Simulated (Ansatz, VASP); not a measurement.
Two plane-wave programs on TiC

Contents of INCAR:

```
SYSTEM = TiC
ALGO     = Normal         ! electronic algorithm
EDIFF    = 1E-6           ! SCF threshold, eV
ENCUT    = 520            ! plane-wave cutoff, eV
GGA      = PE             ! functional
ISIF     = 2              ! what is computed and relaxed
ISMEAR   = 0              ! smearing method
LASPH    = .TRUE.         ! aspherical terms in the spheres
LCHARG   = .FALSE.        ! write CHGCAR
LREAL    = .FALSE.        ! projectors in reciprocal space
LWAVE    = .FALSE.        ! write WAVECAR
NBANDS   = 15             ! bands
NELM     = 60             ! most SCF steps
PREC     = Accurate       ! precision mode
SIGMA    = 0.15           ! smearing width, eV
```

Contents of KPOINTS:

```
k-points
0
G
  18 18 18
  0 0 0
```

POSCAR

```
TiC
1.0
    0.0000000000      2.1640000000      2.1640000000
    2.1640000000      0.0000000000      2.1640000000
    2.1640000000      2.1640000000      0.0000000000
Ti C
1 1
Direct
    0.0231053604      0.0231053604     -0.0231053604
    0.5000000000      0.5000000000      0.5000000000
```

Input for Ansatz:

```yaml
crystal:
  lattice:
    - [0.0, 2.164, 2.164]
    - [2.164, 0.0, 2.164]
    - [2.164, 2.164, 0.0]
  atoms:
    - { symbol: Ti, position: [0.0231053604, 0.0231053604, -0.0231053604] }
    - { symbol: C, position: [0.5, 0.5, 0.5] }
basis:
  ecutwfc: 420
kpoints:
  mp_grid: { grid: [18, 18, 18] }
hamiltonian:
  xc: pbe
scf:
  occupations: { method: gaussian, width: 0.15 }
output:
  forces: true
  stress: true
  eigenvalues: true
```

Change from the starting cell: all Ti atoms moved -0.100 Å, as atom 1 towards its neighbour atom 2 (C) at 2.164 Å.

Alike in both runs: task single point; functional PBE; k mesh 18 × 18 × 18; occupations gaussian, width 0.15 eV; no spin polarisation.

```csv
,VASP,Ansatz
version,VASP 6.6.1,Ansatz 0.2.0
potentials or method,"VASP PAW PBE potentials, release 64 (Ti_sv, C), cutoff 520 eV","scalar-relativistic, plane waves, PAW"
valence electrons in the cell,16,16
```

```csv
,VASP,Ansatz,Ansatz less VASP
gap on the k mesh at the Fermi level (eV),none,none,-
pressure (GPa),2.3,2.1,-0.19
"traceless stress, the component that is largest in VASP (GPa)",1.86,1.84,-0.022
rms of the force components (eV/Å),0.528,0.525,-0.0026
```

Atom by atom the forces differ by 0.003 eV/Å (rms over components). A gap of «none» marks a metal or a gap that the smearing closes. The functional is the same, so the differences come from potentials, cutoffs and numerics.
